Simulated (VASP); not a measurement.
Here is a VASP 6.6.1 calculation.

Contents of INCAR:

```
SYSTEM = Sn
  ALGO = Fast
  EDIFF = 1E-6
  ENCUT = 520
  GGA = PS
  ISIF = 2
  ISMEAR = 0
  LASPH = .True.
  LCHARG = .True.
  LELF = .True.
  LREAL = .False.
  LVHAR = .True.
  LWAVE = .False.
  NBANDS = 13
  NELM = 60
  PREC = Accurate
  SIGMA = 0.15
```

Contents of KPOINTS:

```
k-points
0
Gamma
  18 18 18
  0 0 0
```

POSCAR

```
Sn
1.0
   -1.9325448556      1.9325448556      1.8946518192
    1.9325448556     -1.9325448556      1.8946518192
    1.8567587828      1.8567587828     -1.8946518192
Sn
1
Direct
    0.0000000000      0.0000000000      0.0000000000
```

Potentials or basis: VASP PAW PBE potentials, release 64 (Sn_d).

The run is started by

```console
$ cat potpaw_PBE.64/Sn_d/POTCAR > POTCAR
$ mpirun -np 1 vasp_std > vasp.out
```

(1) Estimate the pressure.

(2) Estimate the band gap on the k mesh.

Results:

(1) -1.9 GPa.

(2) zero (bands 7 and 8 overlap by 10.03 eV).

Caveat: the cell differs from its parent crystal (strain -0.0400 x Voigt [0, 0, 0, 0, 0, 1]); the PAW data sets were made with another functional, which shifts forces and pressure a little; spin-orbit coupling is left out, which moves the levels of the heavy elements.
